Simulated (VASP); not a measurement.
Here is a VASP 6.6.1 calculation.

INCAR

```
SYSTEM = ZnGe2N4
PREC     = Accurate       ! precision mode
ENCUT    = 520            ! plane-wave cutoff, eV
EDIFF    = 1E-7           ! SCF threshold, eV
ISMEAR   = 0              ! smearing method
SIGMA    = 0.2            ! smearing width, eV
LREAL    = .FALSE.        ! projectors in reciprocal space
LASPH    = .TRUE.         ! aspherical terms in the spheres
NELM     = 100            ! most SCF steps
ALGO     = Normal         ! electronic algorithm
ISIF     = 2              ! what is computed and relaxed
LWAVE    = .FALSE.        ! write WAVECAR
LCHARG   = .FALSE.        ! write CHGCAR
GGA      = PE             ! functional
NBANDS   = 39             ! bands
```

File KPOINTS:

```
Automatic mesh
0
G
  6 6 6
  0 0 0
```

The input POSCAR:

```
ZnGe2N4
1.0
   -3.1338367710     -0.2489862812     -0.5063470779
   -0.7216833388     -0.0660969251     -5.5528077161
    1.6027145244     -4.6771322315      2.9773112558
Zn Ge N
1 2 4
Direct
    0.8892426258      1.0812067870      1.0679699319
    0.5912540186      0.3053209712      0.6518630283
    0.2386499163      0.7109025391      0.4076888078
    0.7479504158      0.9287329166      0.6222125825
    0.1167861645      0.4543259945     -0.1538930316
    1.0186513120      0.7257309626      1.0840290211
    0.3974655470      0.3257798239      0.3201296602
```

Potentials or basis: VASP PAW PBE potentials, release 64 (Zn, Ge_d, N).

Command:

```sh
$ cat potpaw_PBE.64/Zn/POTCAR potpaw_PBE.64/Ge_d/POTCAR potpaw_PBE.64/N/POTCAR > POTCAR
$ mpirun -np 1 vasp_std > vasp.out
```

Question: Estimate the pressure.

Answer: -0.1 GPa.

Question: Predict the band gap on the k mesh.

Answer: 0.59 eV (least direct gap 0.75 eV).

Stress tensor (GPa, compression positive):
```
-0.20 -0.06  0.04
-0.06 -0.15  0.11
 0.04  0.11  0.02
```

Caveat: semilocal functionals underestimate gaps, and a narrow one can read as zero. A k mesh can miss the band edges.
